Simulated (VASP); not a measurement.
**TePb: single point with PBEsol**

Crystal: TePb.

```
Pb Te
1.0
     0.00000    3.22093    3.22093
     3.22093    0.00000    3.22093
     3.22093    3.22093    0.00000
Pb Te
1 1
Cartesian
  0.0000 0.0000 0.0000
  3.2209 3.2209 3.2209
```

```
Program                : VASP 6.6.1
Task                   : single point
Functional             : PBEsol
Potentials or basis    : VASP PAW PBE potentials, release 64 (Pb_d, Te)
Cutoff                 : 520 eV
k mesh                 : 7 × 7 × 7
Occupations            : fermi-dirac, width 0.05 eV
Spin                   : no spin polarisation
Dipole correction      : no
Further INCAR settings : ALGO = Normal; EDIFF = 1e-07; NBANDS = 17
```

```yaml
Pressure: 0.0 GPa
```

Levels at points of the mesh, in eV from the Fermi level:
```tsv
k point	band 8	band 9	band 10	band 11	band 12	band 13
(0.00, 0.00, 0.00)	-1.74	-1.74	-1.74	3.70	3.70	3.70
```

It took 40 s on 1 thread of Intel Xeon 8259CL (shared host), peak memory 0.21 GiB.

Caveat: this odd mesh misses L, so gap, dielectric constants and Born charges aren't listed; the PAW data sets were made with another functional, which shifts forces and pressure a little; spin-orbit coupling is left out, which moves the levels of the heavy elements.
